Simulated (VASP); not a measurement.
Here is a VASP 6.6.1 calculation.

File INCAR:

```
SYSTEM = CdAu
PREC = Accurate
ENCUT = 600
EDIFF = 1E-7
ISMEAR = 0
SIGMA = 0.1
LREAL = .FALSE.
LASPH = .TRUE.
NELM = 100
ALGO = Normal
ISIF = 3
LWAVE = .FALSE.
LCHARG = .FALSE.
GGA = PS
IBRION = 2
NSW = 100
EDIFFG = -0.005
```

The input KPOINTS:

```
regular mesh
0
G
  12 12 12
  0 0 0
```

The input POSCAR:

```
CdAu
1.0
    3.3200000000      0.0000000000      0.0000000000
    0.0000000000      3.3200000000      0.0000000000
    0.0000000000      0.0000000000      3.3200000000
Cd Au
1 1
Direct
    0.5000000000      0.5000000000      0.5000000000
    0.0000000000      0.0000000000      0.0000000000
```

Potentials or basis: VASP PAW PBE potentials, release 64 (Cd, Au).

The run is started by

```console
$ cat potpaw_PBE.64/Cd/POTCAR potpaw_PBE.64/Au/POTCAR > POTCAR
$ mpirun -np 1 vasp_std > vasp.out
```

**Question.** Estimate the relaxed volume.

**Answer.** 18.33 Å³/atom.

**Question.** What does it give for the space group after relaxing (to 0.05 Å)?

**Answer.** Pm-3m (No. 221).

**Question.** Predict the relaxed cell.

**Answer.** a = 3.322 Å, b = 3.322 Å, c = 3.322 Å, α = 90.00°, β = 90.00°, γ = 90.00°.

Final structure:
```
Cd Au
1.0
     3.32215    0.00000    0.00000
     0.00000    3.32215    0.00000
     0.00000    0.00000    3.32215
Cd Au
1 1
Direct
  0.50000 0.50000 0.50000
  0.00000 0.00000 0.00000
```

Caveat: the PAW data sets were made with another functional, which shifts forces and pressure a little.
